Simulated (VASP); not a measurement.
Write the native input for VASP 6.6.1 that does the following.

| Quantity | Value |
| --- | --- |
| Task | single point |
| Functional | PBE |
| Potentials or basis | VASP PAW PBE potentials, release 64 (Hf_pv, H) |
| Cutoff | 500 eV |
| k mesh | 6 × 6 × 3 |
| Occupations | gaussian, width 0.2 eV |
| Spin | no spin polarisation |
| Dipole correction | no |
| Further INCAR settings | ALGO = Normal; EDIFF = 1e-06; NBANDS = 24 |

The structure of Hf3H lies in POSCAR:

```
Hf3H
1.0
    3.0389926011      0.0000000000      0.0000000000
    0.0000000000      3.0389926011      0.0000000000
    0.0000000000      0.0000000000      7.5720173163
Hf H
3 1
Direct
    0.5000000000      0.5000000000      0.3061109043
    0.5000000000      0.5000000000      0.6938890957
    0.0000000000      0.0000000000      0.0000000000
    0.0000000000      0.0000000000      0.5000000000
```

The input as run:

INCAR

```
SYSTEM = Hf3H
PREC = Accurate
ENCUT = 500
EDIFF = 1E-6
ISMEAR = 0
SIGMA = 0.2
LREAL = .FALSE.
LASPH = .TRUE.
NELM = 120
ALGO = Normal
ISIF = 2
LWAVE = .FALSE.
LCHARG = .FALSE.
GGA = PE
NBANDS = 24
GGA_COMPAT = .FALSE.
```

KPOINTS

```
Automatic mesh
0
G
  6 6 3
  0 0 0
```

Potentials or basis: VASP PAW PBE potentials, release 64 (Hf_pv, H).

Command:

```sh
$ cat potpaw_PBE.64/Hf_pv/POTCAR potpaw_PBE.64/H/POTCAR > POTCAR
$ mpirun -np 1 vasp_std > vasp.out
```

It gave:

The pressure is -0.4 GPa.

It took 67 s on 1 thread of AMD EPYC 7R13 (shared host), peak memory 0.16 GiB.
